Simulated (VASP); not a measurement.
# Ga2B (I4_1/amd) in VASP: a series of runs

The runs below take Ga2B through relaxation of cell and atoms, single point, with PBE.

All numbers are computed with VASP 6.6.1; they aren't measurements. Logs are shortened: lines on timing, memory, paths and dates and some standing lists are left out, and cuts for length are marked.

**1. The cell of the first run**

Symmetry: I4_1/amd, No. 141, tetragonal system. Conventional cell: a = 5.421 Å, b = 5.421 Å, c = 3.754 Å, α = 90.00°, β = 90.00°, γ = 90.00°. Within 2.6 Å of Ga (site symmetry 2/m) lie 2 B at 1.95 Å and 4 Ga at 2.13 Å. B (site symmetry -4m2) has 4 Ga at 1.95 Å within 2.6 Å.

The cell was generated, and may not be a known phase.

**2. Relaxation of cell and atoms, PBE**

The input, INCAR:

```
ALGO     = Fast           # electronic algorithm
EDIFF    = 1E-6           # SCF threshold, eV
EDIFFG   = -0.04          # ionic threshold
ENCUT    = 600            # plane-wave cutoff, eV
GGA      = PE             # functional
IBRION   = 2              # ionic algorithm
ISIF     = 3              # what is computed and relaxed
ISMEAR   = 0              # smearing method
LASPH    = T              # aspherical terms in the spheres
LCHARG   = F              # write CHGCAR
LREAL    = F              # projectors in reciprocal space
LWAVE    = F              # write WAVECAR
NELM     = 80             # most SCF steps
NSW      = 90             # ionic steps
PREC     = Accurate       # precision mode
SIGMA    = 0.1            # smearing width, eV
```

The input, KPOINTS:

```
k-points
0
Gamma
  6 6 6
```

The input, POSCAR:

```
Ga2B
1.0
   -2.7103432300      2.7103432300      1.8767513900
    2.7103432300     -2.7103432300      1.8767513900
    2.7103432300      2.7103432300     -1.8767513900
Ga B
4 2
Direct
    0.3750000000      0.6250000000      0.7500000000
    0.3750000000      0.1250000000      0.7500000000
    0.3750000000      0.6250000000      0.2500000000
    0.8750000000      0.6250000000      0.2500000000
    0.0000000000      0.0000000000      0.0000000000
    0.7500000000      0.2500000000      0.5000000000
```

Potentials or basis: VASP PAW PBE potentials, release 64 (Ga_d, B).

Command:

```console
cat potpaw_PBE.64/Ga_d/POTCAR potpaw_PBE.64/B/POTCAR > POTCAR
mpirun -np 1 vasp_std > vasp.out
```

OUTCAR:

```text
EDIFF = 1E-6
   EDIFFG = -0.04
   ENCUT = 600
   GGA = PE
   IBRION = 2
   ISIF = 3
   ISMEAR = 0
   LASPH = T
   LREAL = F
   NELM = 80
   NSW = 90
   PREC = Accurate

 ion  position               nearest neighbor table
   1  0.375  0.625  0.750-   5 1.95   6 1.95   3 2.13   3 2.13   2 2.13   2 2.13   4 2.71   4 2.71

   2  0.375  0.125  0.750-   5 1.95   6 1.95   1 2.13   4 2.13   1 2.13   4 2.13   3 2.71   3 2.71

   3  0.375  0.625  0.250-   6 1.95   5 1.95   4 2.13   1 2.13   1 2.13   4 2.13   2 2.71   2 2.71

   4  0.875  0.625  0.250-   5 1.95   6 1.95   2 2.13   3 2.13   3 2.13   2 2.13   1 2.71   1 2.71

   5  0.000  0.000  0.000-   3 1.95   1 1.95   4 1.95   2 1.95
   6  0.750  0.250  0.500-   1 1.95   3 1.95   4 1.95   2 1.95

  LATTYP: Found a body centered tetragonal cell.
 ALAT       =     5.4206864600
 C/A-ratio  =     0.6924404884

  Lattice vectors:

 A1 = (  -2.7103432300,   2.7103432300,   1.8767513900)
 A2 = (   2.7103432300,  -2.7103432300,   1.8767513900)
 A3 = (   2.7103432300,   2.7103432300,  -1.8767513900)

Analysis of symmetry for initial positions (statically):
=====================================================================
 Subroutine PRICEL returns:
 Original cell was already a primitive cell.

 Routine SETGRP: Setting up the symmetry group for a
 body centered tetragonal supercell.

 Subroutine GETGRP returns: Found 16 space group operations
 (whereof  8 operations were pure point group operations)
 out of a pool of 16 trial point group operations.

The static configuration has the point symmetry D_2d.
 The point group associated with its full space group is D_4h.

Analysis of symmetry for dynamics (positions and initial velocities):
=====================================================================
 Subroutine PRICEL returns:
 Original cell was already a primitive cell.

 Routine SETGRP: Setting up the symmetry group for a
 body centered tetragonal supercell.

 Subroutine GETGRP returns: Found 16 space group operations
 (whereof  8 operations were pure point group operations)
 out of a pool of 16 trial point group operations.

The dynamic configuration has the point symmetry D_2d.
 The point group associated with its full space group is D_4h.

 Subroutine INISYM returns: Found 16 space group operations
 (whereof  8 operations are pure point group operations),
 and found     1 'primitive' translations

[... 110 lines left out ...]
   POTIM  = 0.5000    time-step for ionic-motion
   TEBEG  =    0.0;   TEEND  =   0.0 temperature during run
   PSTRESS=    0.0 pullay stress
   NELECT =      58.0000    total number of electrons
   NUPDOWN=      -1.0000    fix difference up-down
   EMIN   =  10.00;   EMAX   =-10.00  energy-range for DOS
   EFERMI =   0.00;   METHOD = LEGACY
   ISMEAR =     0;   SIGMA  =   0.10  broadening in eV -4-tet -1-fermi 0-gaus
   EFERMI_NEDOS =   21; number of points for ismear=-14 and -15
   IALGO  =     68    algorithm
   IMIX   =      4    mixing-type and parameters
     AMIX     =   0.40;   BMIX     =  1.00
     AMIX_MAG =   1.60;   BMIX_MAG =  1.00
  volume/ion in A,a.u.               =       9.19        62.02
  Fermi-wavevector in a.u.,A,eV,Ry     =   1.664865  3.146139 37.712300  2.771776
  Thomas-Fermi vector in A             =   2.751335
   LORBIT       =      0    0 simple, 1 ext, 2 COOP (PROOUT), +10 PAW based schemes
   GGA     = PE    functional components
   LHFCALC =     F    Hartree Fock is set to
   AEXX    =    0.0000 exact exchange contribution
   IVDW    =     0    specifies the selected vdW correction
   LEPSILON=     F    determine dielectric tensor
   LRPA    =     F    only Hartree local field effects (RPA)
 conjugate gradient relaxation of ions
 non-spin polarized calculation
 RMM-DIIS sequential band-by-band and
 Gauss-broadening in eV      SIGMA  =   0.10
  energy-cutoff  :      600.00
  volume of cell :       55.15
 maximum number of plane-waves:      1895
 NGX is ok and might be reduce to    36
   NGX = 17   NGY = 17   NGZ = 17

--------------------------------------- Ionic step        1  -------------------------------------------

 number of electron      58.0000024 magnetization

 Free energy of the ion-electron system (eV)
  ---------------------------------------------------
  ext. energy  EPLUGINS =         0.00000000
  ---------------------------------------------------
  free energy    TOTEN  =        -8.90659503 eV

  energy without entropy =       -8.89630884  energy(sigma->0) =       -8.90145194

 E-fermi :  11.0682     XC(G=0): -13.7458

 val. band max:       11.0216330971   @ k =   0.5000   0.5000   0.3333
 cond. band min:      11.1007234370   @ k =  -0.3333   0.1667  -0.0000
 fundamental gap:      0.0790903399
 Fermi energy:        11.0682407667
[... 1864 lines left out ...]
--------------------------------------- Ionic step        3  -------------------------------------------

 number of electron      57.9999990 magnetization

------------------------ aborting loop EDIFF was not reached (unconverged)  ----------------------------

  FORCE on cell =-STRESS in cart. coord.  units (eV):
  Direction    XX          YY          ZZ          XY          YZ          ZX
  --------------------------------------------------------------------------------------
  -------------------------------------------------------------------------------------
  Total        6.4369214      6.4369214     -6.3976686      0.0000000     -0.0000000      0.0000000
  in kB      108.7636289    108.7636289   -108.1003791      0.0000000     -0.0000000      0.0000000
  external PRESSURE =      36.4756262 kB  Pullay stress =       0.0000000 kB
[... 21 lines left out ...]
  FREE ENERGIE OF THE ION-ELECTRON SYSTEM (eV)
  ---------------------------------------------------
  free  energy   TOTEN  =        53.8220148871 eV

  energy  without entropy=       53.8385070763  energy(sigma->0) =       53.83026098

[... ionic steps 4 to 15 ...]

--------------------------------------- Ionic step       16  -------------------------------------------

 number of electron      57.9999960 magnetization

------------------------ aborting loop because EDIFF is reached ----------------------------------------
[... 75 lines left out ...]
--------------------------------------- Ionic step       18  -------------------------------------------

 number of electron      57.9999951 magnetization

 Free energy of the ion-electron system (eV)
  ---------------------------------------------------
  ext. energy  EPLUGINS =         0.00000000
  ---------------------------------------------------
  free energy    TOTEN  =       -21.68381984 eV

  energy without entropy =      -21.67058466  energy(sigma->0) =      -21.67720225

 E-fermi :   5.6088     XC(G=0): -11.2168

 val. band max:        5.5703245332   @ k =   0.3333   0.3333   0.0000
 cond. band min:       5.6223170045   @ k =   0.1667   0.1667   0.1667
 fundamental gap:      0.0519924714
 Fermi energy:         5.6087992423
[... 921 lines left out ...]
  FREE ENERGIE OF THE ION-ELECTRON SYSTEM (eV)
  ---------------------------------------------------
  free  energy   TOTEN  =       -21.6838198370 eV

  energy  without entropy=      -21.6705846552  energy(sigma->0) =      -21.67720225

 reached required accuracy - stopping structural energy minimisation
```

CONTCAR:

```text
Ga2B
   1.00000000000000
    -3.5995876471800341    3.5995876471800341    1.7039496615583993
     3.5995876471800341   -3.5995876471800341    1.7039496615583993
     3.5995876471800341    3.5995876471800341   -1.7039496615583993
  Ga              B
     4     2
Direct
     0.3750000000000000    0.6250000000000000    0.7500000000000000
     0.3750000000000000    0.1250000000000000    0.7500000000000000
     0.3750000000000000    0.6250000000000000    0.2500000000000000
     0.8750000000000000    0.6250000000000000    0.2500000000000000
     0.0000000000000000    0.0000000000000000    0.0000000000000000
     0.7500000000000000    0.2500000000000000    0.5000000000000000

  0.00000000E+00  0.00000000E+00  0.00000000E+00
  0.00000000E+00  0.00000000E+00  0.00000000E+00
  0.00000000E+00  0.00000000E+00  0.00000000E+00
  0.00000000E+00  0.00000000E+00  0.00000000E+00
  0.00000000E+00  0.00000000E+00  0.00000000E+00
  0.00000000E+00  0.00000000E+00  0.00000000E+00
```

Run time: 22 min. Hardware: 1 thread of AMD EPYC 9R45 (Zen 5), shared host; peak memory 0.22 GiB.

What came out:

```yaml
Free_energy: -21.6838 eV
Relaxed_volume: 14.72 Å³/atom
Relaxed_cell: a = 5.368 Å, b = 5.368 Å, c = 5.368 Å, α = 95.78°, β = 95.78°, γ = 142.99°
Space_group_after_relaxing_to_0.1_Å: I4_1/amd (No. 141)
Pressure_after_relaxing: 0.0 GPa
Band_gap_on_the_k_mesh: zero (bands 29 and 30 overlap by 3.73 eV)
```

Stress tensor (GPa, compression positive):
```
-0.16  0.00  0.00
 0.00 -0.16  0.00
 0.00  0.00  0.37
```

Final structure:
```
CELL_PARAMETERS angstrom
-3.59959 3.59959 1.70395
3.59959 -3.59959 1.70395
3.59959 3.59959 -1.70395
ATOMIC_POSITIONS crystal
Ga 0.37500 0.62500 0.75000
Ga 0.37500 0.12500 0.75000
Ga 0.37500 0.62500 0.25000
Ga 0.87500 0.62500 0.25000
B 0.00000 0.00000 0.00000
B 0.75000 0.25000 0.50000
```

Caveat: the volume moved by over 15 % at a fixed basis, so the end points are rough.

**3. Single point, PBE**

This run uses another cell than the first one, of 14.77 Å³/atom.

The input, INCAR:

```
SYSTEM = Ga2B
PREC = Accurate
ENCUT = 520
EDIFF = 1E-6
ISMEAR = 0
SIGMA = 0.1
LREAL = .FALSE.
LASPH = .TRUE.
NELM = 60
ALGO = Fast
ISIF = 2
LWAVE = .FALSE.
LCHARG = .FALSE.
GGA = PE
NBANDS = 38
```

The input, KPOINTS:

```
regular mesh
0
G
  12 12 12
  0 0 0
```

Edit POSCAR of step 2 so:

```diff
@@ -2,5 +2,5 @@
 1.0
-   -2.7103432300      2.7103432300      1.8767513900
-    2.7103432300     -2.7103432300      1.8767513900
-    2.7103432300      2.7103432300     -1.8767513900
+   -3.5981621452      3.5981621452      1.7107445397
+    3.5981621452     -3.5981621452      1.7107445397
+    3.5981621452      3.5981621452     -1.7107445397
 Ga B
```

Potentials or basis: VASP PAW PBE potentials, release 64 (Ga_d, B).

Command:

```console
cat potpaw_PBE.64/Ga_d/POTCAR potpaw_PBE.64/B/POTCAR > POTCAR
mpirun -np 1 vasp_std > vasp.out
```

It took 7 min on 1 thread of AMD EPYC 9R45 (Zen 5), shared host; peak memory 0.51 GiB.

It converged, with:

```
Free energy            : -21.7061 eV
Pressure               : 0.1 GPa
Band gap on the k mesh : zero (bands 29 and 30 overlap by 4.08 eV)
```

Levels at points of the mesh, in eV from the Fermi level:
```tsv
k point	band 27	band 28	band 29	band 30	band 31	band 32
(0.00, 0.00, 0.00)	-2.01	-0.47	-0.26	0.76	2.16	2.39
(0.50, 0.00, 0.00)	-2.53	-2.17	-1.49	0.46	0.52	1.34
(0.50, 0.50, 0.00)	-0.08	-0.08	0.98	0.98	2.61	2.61
(0.50, 0.50, 0.50)	-0.69	-0.69	2.62	2.62	3.48	3.48
```

The gap in the log of VASP goes by the Fermi energy; the results here count the filled bands.